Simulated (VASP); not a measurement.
The system is MgB3Pd3.

```xyz
7
Lattice="4.4685 0.0000 0.0000 0.0000 4.4685 0.0000 0.0000 0.0000 4.4685" Properties=species:S:1:pos:R:3 pbc="T T T"
Mg    2.2342    2.2342    2.2342
B     0.0000    2.2342    0.0000
B     2.2342    0.0000    0.0000
B     0.0000    0.0000    2.2342
Pd    0.0000    2.2342    2.2342
Pd    2.2342    2.2342    0.0000
Pd    2.2342    0.0000    2.2342
```

| Item | Value |
| --- | --- |
| Program | VASP 6.6.1 |
| Task | relaxation of cell and atoms |
| Functional | PBE |
| Potentials or basis | VASP PAW PBE potentials, release 64 (Mg, B, Pd) |
| Cutoff | 600 eV |
| k mesh | 4 × 4 × 4 |
| Occupations | gaussian, width 0.1 eV |
| Spin | no spin polarisation |

At the start: pressure 18.8 GPa; volume 12.75 Å³/atom.

**Question.** Where does the relaxation end?

**Answer.** Over 3 steps the energy falls by 84.6 meV/atom and the volume is 14.37 Å³/atom (+12.7 %); space group Pm-3m (No. 221, to 0.05 Å).

The path:
```tsv
step	energy change (eV)	largest force (eV/Å)	pressure (GPa)	volume (Å³)
1	0.0000	0.0000	18.76	89.22
2	-0.3128	0.0000	-8.75	109.91
3	-0.5920	0.0000	-0.05	100.57
```

Final structure:
```yaml
crystal:
  lattice:
    - [4.65046, 0.00000, 0.00000]
    - [0.00000, 4.65046, 0.00000]
    - [0.00000, 0.00000, 4.65046]
  atoms:
    - { symbol: Mg, position: [0.50000, 0.50000, 0.50000] }
    - { symbol: B, position: [0.00000, 0.50000, 0.00000] }
    - { symbol: B, position: [0.50000, 0.00000, 0.00000] }
    - { symbol: B, position: [0.00000, 0.00000, 0.50000] }
    - { symbol: Pd, position: [0.00000, 0.50000, 0.50000] }
    - { symbol: Pd, position: [0.50000, 0.50000, 0.00000] }
    - { symbol: Pd, position: [0.50000, 0.00000, 0.50000] }
```
